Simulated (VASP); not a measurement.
A run of VASP 6.6.1:

INCAR

```
SYSTEM = Co
ALGO     = Normal         ! electronic algorithm
EDIFF    = 1E-7           ! SCF threshold, eV
ENCUT    = 520            ! plane-wave cutoff, eV
GGA      = PE             ! functional
ISIF     = 2              ! what is computed and relaxed
ISMEAR   = -1             ! smearing method
LASPH    = .TRUE.         ! aspherical terms in the spheres
LCHARG   = .FALSE.        ! write CHGCAR
LREAL    = .FALSE.        ! projectors in reciprocal space
LWAVE    = .FALSE.        ! write WAVECAR
NBANDS   = 16             ! bands
NELM     = 80             ! most SCF steps
PREC     = Accurate       ! precision mode
SIGMA    = 0.1            ! smearing width, eV
```

Contents of KPOINTS:

```
k-points
0
G
  24 24 13
  0 0 0
```

The input POSCAR:

```
Co
1.0
    2.4583936733      0.0000000000      0.0000000000
   -1.2291968366      2.1290313736      0.0000000000
    0.0000000000      0.0000000000      3.9606917934
Co
2
Direct
    0.3333333333      0.6666666667      0.2500000000
    0.6666666667      0.3333333333      0.7500000000
```

Potentials or basis: VASP PAW PBE potentials, release 64 (Co).

Run with:

```sh
$ cat potpaw_PBE.64/Co/POTCAR > POTCAR
$ mpirun -np 1 vasp_std > vasp.out
```

Hardware: 1 thread of Intel Xeon 8259CL (shared host).

How long does it take, and how much memory?

Wall time 3 min on 1 thread of Intel Xeon 8259CL (shared host), peak memory 0.23 GiB. Counts: scf iterations 14, k points 427.
